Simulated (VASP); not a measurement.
A run of VASP 6.6.1 is set up as follows.

Contents of INCAR:

```
SYSTEM = Ti
  PREC = Accurate
  ENCUT = 520
  EDIFF = 1E-6
  ISMEAR = 1
  SIGMA = 0.05
  LREAL = .False.
  LASPH = .True.
  NELM = 150
  ALGO = Fast
  ISIF = 2
  LWAVE = .False.
  LCHARG = .True.
  LMAXMIX = 4
  LDAU = .True.
  LDAUTYPE = 2
  LDAUL = 2
  LDAUU = 6.2
  LDAUJ = 0
  LDAUPRINT = 1
  GGA = PE
  IVDW = 12
  LELF = .True.
  LVHAR = .True.
  NBANDS = 12
```

KPOINTS

```
Automatic mesh
0
Gamma
  11 11 11
  0 0 0
```

The input POSCAR:

```
Ti
1.0
    0.0000000000      2.0567135898      2.0567135898
    2.0567135898      0.0000000000      2.0567135898
    2.0567135898      2.0567135898      0.0000000000
Ti
1
Direct
    0.0000000000      0.0000000000      0.0000000000
```

Potentials or basis: VASP PAW PBE potentials, release 64 (Ti_sv).

Launch:

```bash
$ cat potpaw_PBE.64/Ti_sv/POTCAR > POTCAR
$ mpirun -np 1 vasp_std > vasp.out
```

Question: Estimate the pressure.

Answer: 9.9 GPa.

Question: What does it give for the band gap on the k mesh?

Answer: Zero (band 6 reaches 10.01 eV, above the bottom of band 7 at 8.67 eV).

Question: Predict the dispersion energy per atom.

Answer: -0.601 eV.

Eigenvalues of the final occupation matrices:
```tsv
site	spin	trace	eigenvalues
site 1 d	1	0.82	0.10 0.10 0.21 0.21 0.21
site 1 d	2	0.82	0.10 0.10 0.21 0.21 0.21
```

Caveat: U without spin polarisation on a metal has little footing; pairwise dispersion overbinds metals, which lowers pressure and volume; the U is typed as a test and isn't derived for this compound.
